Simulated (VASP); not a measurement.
Input of a VASP 6.6.1 run:

The input INCAR:

```
PREC = Accurate
ENCUT = 630
EDIFF = 1E-6
ISMEAR = -1
SIGMA = 0.05
LREAL = F
LASPH = T
NELM = 200
ALGO = Normal
ISIF = 2
LWAVE = F
LCHARG = F
LMAXMIX = 4
LDAU = T
LDAUTYPE = 2
LDAUL = -1 -1 2 -1
LDAUU = 0 0 8 0
LDAUJ = 0 0 0 0
LDAUPRINT = 1
GGA = PS
NBANDS = 58
GGA_COMPAT = F
```

The input KPOINTS:

```
regular mesh
0
Gamma
  4 4 4
```

File POSCAR:

```
Cs2AgBiBr6
1.0
    0.0000000000      5.6161000000      5.6161000000
    5.6161000000      0.0000000000      5.6161000000
    5.6161000000      5.6161000000      0.0000000000
Bi Cs Ag Br
1 2 1 6
Direct
    0.0000000000      0.0000000000      0.0000000000
    0.7500000000      0.7500000000      0.7500000000
    0.2500000000      0.2500000000      0.2500000000
    0.5000000000      0.5000000000      0.5000000000
    0.7494500000      0.7494500000      0.2505500000
    0.2505500000      0.2505500000      0.7494500000
    0.7494500000      0.2505500000      0.2505500000
    0.7494500000      0.2505500000      0.7494500000
    0.2505500000      0.7494500000      0.7494500000
    0.2505500000      0.7494500000      0.2505500000
```

Potentials or basis: VASP PAW PBE potentials, release 64 (Bi_d, Cs_sv, Ag_sv_GW, Br).

Command:

```console
$ cat potpaw_PBE.64/Bi_d/POTCAR potpaw_PBE.64/Cs_sv/POTCAR potpaw_PBE.64/Ag_sv_GW/POTCAR potpaw_PBE.64/Br/POTCAR > POTCAR
$ mpirun -np 1 vasp_std > vasp.out
```

(1) Predict the largest force.

(2) Predict the band gap on the k mesh.

## Answers

(1) 0.196 eV/Å.

(2) 1.60 eV (least direct gap 2.66 eV).

Caveat: the PAW data sets were made with another functional, which shifts forces and pressure a little; spin-orbit coupling is left out, which moves the levels of the heavy elements.
